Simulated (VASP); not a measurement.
Input of a VASP 6.6.1 run:

The input INCAR:

```
  ALGO = Normal
  EDIFF = 1E-7
  ENCUT = 520
  GGA = PS
  ISIF = 2
  ISMEAR = 0
  LASPH = True
  LCHARG = False
  LREAL = False
  LWAVE = False
  NBANDS = 26
  NELM = 100
  PREC = Accurate
  SIGMA = 0.05
```

Contents of KPOINTS:

```
k-points
0
Gamma
  9 9 6
```

File POSCAR:

```
ZnS
1.0
    3.9636566302      0.0000000000      0.0000000000
   -1.9818283151      3.4326273336      0.0000000000
    0.0000000000      0.0000000000      5.4250568298
Zn S
2 2
Direct
    0.3333333333      0.6666666667      0.0054424479
    0.6666666667      0.3333333333      0.5054424479
    0.3333333333      0.6666666667      0.3795575521
    0.6666666667      0.3333333333      0.8795575521
```

Potentials or basis: VASP PAW PBE potentials, release 64 (Zn, S).

Command:

```sh
$ cat potpaw_PBE.64/Zn/POTCAR potpaw_PBE.64/S/POTCAR > POTCAR
$ mpirun -np 1 vasp_std > vasp.out
```

Q: Predict the pressure.

A: 9.8 GPa.

Q: What does it give for the band gap on the k mesh?

A: 1.75 eV.

Q: Predict the largest force.

A: 3.013 eV/Å.

Forces on the atoms (eV/Å):
```
Zn   0.000  0.000 -3.013
Zn   0.000  0.000 -3.013
S    0.000  0.000  3.013
S    0.000  0.000  3.013
```

Caveat: the cell stands under pressure; the PAW data sets were made with another functional, which shifts forces and pressure a little; an odd mesh through Γ misses points on the zone boundary, where band edges can lie. As with any semilocal functional, this PBEsol gap is likely too small.
